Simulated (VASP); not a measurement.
**Al9C: single point with PBEsol**

System: Al9C, a slab with vacuum.

```
Al C
1.0
     2.83609    0.00000    0.00000
    -1.41804    2.45613    0.00000
     0.00000    0.00000   34.13783
Al C
9 1
Direct
  0.33333 0.66667 0.11717
  0.00000 0.00000 0.18544
  0.66667 0.33333 0.25371
  0.00000 0.00000 0.32197
  0.33333 0.66667 0.38967
  0.00000 0.00000 0.45733
  0.66667 0.33333 0.52607
  0.00000 0.00000 0.59418
  0.33333 0.66667 0.66313
  0.33333 0.66667 0.72140
```

```yaml
Program: VASP 6.6.1
Task: single point
Functional: PBEsol
Potentials_or_basis: VASP PAW PBE potentials, release 64 (Al, C)
Cutoff: 520 eV
k_mesh: 12 × 12 × 1
Occupations: gaussian, width 0.1 eV
Spin: no spin polarisation
```

```json
{
  "Largest force": "0.177 eV/Å",
  "Band gap on the k mesh": "zero (an odd number of electrons rules out a gap without spin polarisation)"
}
```

Forces on the atoms (eV/Å):
```
Al   0.000  0.000 -0.025
Al   0.000  0.000  0.102
Al   0.000  0.000 -0.080
Al   0.000  0.000 -0.003
Al   0.000  0.000  0.015
Al   0.000  0.000  0.054
Al   0.000  0.000 -0.057
Al   0.000  0.000  0.151
Al   0.000  0.000 -0.177
C    0.000  0.000  0.020
```

Levels at points of the mesh, in eV from the Fermi level:
```
           k point  band 12  band 13  band 14  band 15  band 16  band 17  band 18  band 19
(0.00, 0.00, 0.00)    -2.53    -1.29     0.04     1.50     2.96     3.39     3.39     4.10
(0.50, 0.00, 0.00)    -2.90    -2.49    -2.22    -1.44    -1.28    -0.69    -0.30     0.18
```

Run time: 11 min on 1 thread of Intel Xeon 8259CL (shared host), peak memory 0.43 GiB.

Caveat: the PAW data sets were made with another functional, which shifts forces and pressure a little.
